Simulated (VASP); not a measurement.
**Li: single point with r2SCAN**

Crystal: Li.

```xyz
16
Lattice="7.2053 0.0000 0.0000 0.0000 7.2053 0.0000 0.0000 0.0000 7.2053" Properties=species:S:1:pos:R:3 pbc="T T T"
Li    0.1136   -0.0649   -0.1443
Li    3.8227   -0.1022   -0.1255
Li    0.0522    3.7626   -0.0647
Li   -0.2582    0.0650    3.6306
Li    1.7025    1.8319    1.9246
Li    3.5448    3.7423   -0.0657
Li    3.5774   -0.1356    3.6123
Li    5.3311    1.8879    1.8543
Li    0.0773    3.7363    3.6545
Li    2.0310    5.4213    2.0582
Li    1.6688    1.7538    5.4369
Li    3.7771    3.4811    3.4863
Li    5.4993    5.3960    1.7961
Li    5.3869    1.9031    5.5694
Li    1.5765    5.3619    5.3474
Li    5.3451    5.3721    5.2442
```

```json
{
 "Program": "VASP 6.6.1",
 "Task": "single point",
 "Functional": "r2SCAN",
 "Potentials or basis": "VASP PAW PBE potentials, release 64 (Li_sv)",
 "Cutoff": "520 eV",
 "k mesh": "2 × 2 × 2",
 "Occupations": "fermi-dirac, width 0.1 eV",
 "Spin": "no spin polarisation"
}
```

```json
{"Largest force": "0.339 eV/Å", "Band gap on the k mesh": "zero (bands 24 and 25 overlap by 0.86 eV)"}
```

Forces on the atoms (eV/Å):
```
Li  -0.212 -0.051  0.222
Li  -0.199  0.026  0.127
Li  -0.109 -0.087  0.175
Li   0.091 -0.020  0.062
Li   0.046 -0.058 -0.157
Li   0.005  0.041  0.059
Li   0.067  0.228  0.163
Li   0.150 -0.082 -0.214
Li  -0.107 -0.154 -0.125
Li  -0.231 -0.022 -0.215
Li   0.207  0.090 -0.144
Li  -0.176  0.083  0.274
Li  -0.001 -0.016 -0.015
Li   0.113  0.005 -0.135
Li   0.306  0.099 -0.108
Li   0.051 -0.081  0.030
```

Levels at points of the mesh, in eV from the Fermi level:
```
           k point  band 21  band 22  band 23  band 24  band 25  band 26
(0.00, 0.00, 0.00)    -1.04    -1.02    -0.96     0.42     0.44     0.44
(0.50, 0.00, 0.00)    -0.52    -0.52    -0.49    -0.45    -0.44    -0.42
(0.00, 0.50, 0.00)    -0.53    -0.51    -0.48    -0.45    -0.43    -0.38
(0.00, 0.00, 0.50)    -0.54    -0.53    -0.47    -0.46    -0.42    -0.42
(0.50, 0.50, 0.00)    -0.05     0.03     0.07     0.10     0.12     0.16
(0.00, 0.50, 0.50)    -0.11    -0.05     0.03     0.10     0.14     0.18
(0.50, 0.00, 0.50)    -0.06     0.00     0.05     0.12     0.13     0.15
(0.50, 0.50, 0.50)    -1.66    -1.65    -1.62    -1.58     2.45     2.50
```

Run time: 19 min on 1 thread of Oxide Virtual Turin-like Processor (shared host), peak memory 0.4 GiB.

Caveat: the k points lie up to 0.44 Å⁻¹ apart, too coarse for converged energies and pressures of a metal; the PAW data sets were made with another functional, which shifts forces and pressure a little.
